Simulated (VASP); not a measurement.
Wanted: the native input for a VASP 6.6.1 run.

| Quantity | Value |
| --- | --- |
| Task | single point |
| Functional | r2SCAN |
| Potentials or basis | VASP PAW PBE potentials, release 64 (Ga_d, N) |
| Cutoff | 520 eV |
| k mesh | 10 × 10 × 3 |
| Occupations | gaussian, width 0.05 eV |
| Spin | no spin polarisation |
| Dipole correction | no |
| Further INCAR settings | ALGO = Normal; EDIFF = 1e-06; NBANDS = 46 |

GaN:

```
Ga N
1.0
    -3.18000    0.00000    0.00000
    -1.59000   -2.75396    0.00000
     0.00000    0.00000   10.33200
Ga N
4 4
Direct
  0.33333 0.33333 0.00000
  0.33333 0.33333 0.50000
  0.66667 0.66667 0.25000
  0.66667 0.66667 0.75000
  0.33333 0.33333 0.18750
  0.33333 0.33333 0.68750
  0.66667 0.66667 0.43750
  0.66667 0.66667 0.93750
```

The input as run:

POSCAR

```
GaN
1.0
   -3.1799996605      0.0000000000      0.0000000000
   -1.5899998302     -2.7539604900      0.0000000000
    0.0000000000      0.0000000000     10.3320000000
Ga N
4 4
Direct
    0.3333333333      0.3333333333      0.0000000000
    0.3333333333      0.3333333333      0.5000000000
    0.6666666667      0.6666666667      0.2500000000
    0.6666666667      0.6666666667      0.7500000000
    0.3333333333      0.3333333333      0.1875000000
    0.3333333333      0.3333333333      0.6875000000
    0.6666666667      0.6666666667      0.4375000000
    0.6666666667      0.6666666667      0.9375000000
```

INCAR.step1

```
SYSTEM = GaN
PREC = Accurate ; ENCUT = 520
ISMEAR = 0 ; SIGMA = 0.05
LREAL = .False. ; LASPH = .True.
NELM = 80 ; NBANDS = 46
GGA = PE ; ALGO = Normal
EDIFF = 1E-4 ; LWAVE = .True.
LCHARG = .False.
```

INCAR.step2

```
SYSTEM = GaN
PREC = Accurate ; ENCUT = 520
EDIFF = 1E-6 ; ISMEAR = 0
SIGMA = 0.05 ; LREAL = .False.
LASPH = .True. ; NELM = 80
ALGO = Normal ; ISIF = 2
LWAVE = .False. ; LCHARG = .False.
METAGGA = R2SCAN ; LMIXTAU = .True.
NBANDS = 46 ; ISTART = 1
```

KPOINTS

```
regular mesh
0
Gamma
  10 10 3
  0 0 0
```

Potentials or basis: VASP PAW PBE potentials, release 64 (Ga_d, N).

The run is started by

```console
$ cat potpaw_PBE.64/Ga_d/POTCAR potpaw_PBE.64/N/POTCAR > POTCAR
$ cp INCAR.step1 INCAR
$ mpirun -np 1 vasp_std > vasp.out
$ cp INCAR.step2 INCAR
$ mpirun -np 1 vasp_std > vasp.out
```

It gave:

```yaml
Pressure: 2.2 GPa
Largest_force: 0.137 eV/Å
Band_gap_on_the_k_mesh: 2.38 eV
```

Caveat: the PAW data sets were made with another functional, which shifts forces and pressure a little.

Run time: 11 min on 1 thread of Intel Xeon 6975P-C (shared host), peak memory 0.26 GiB.
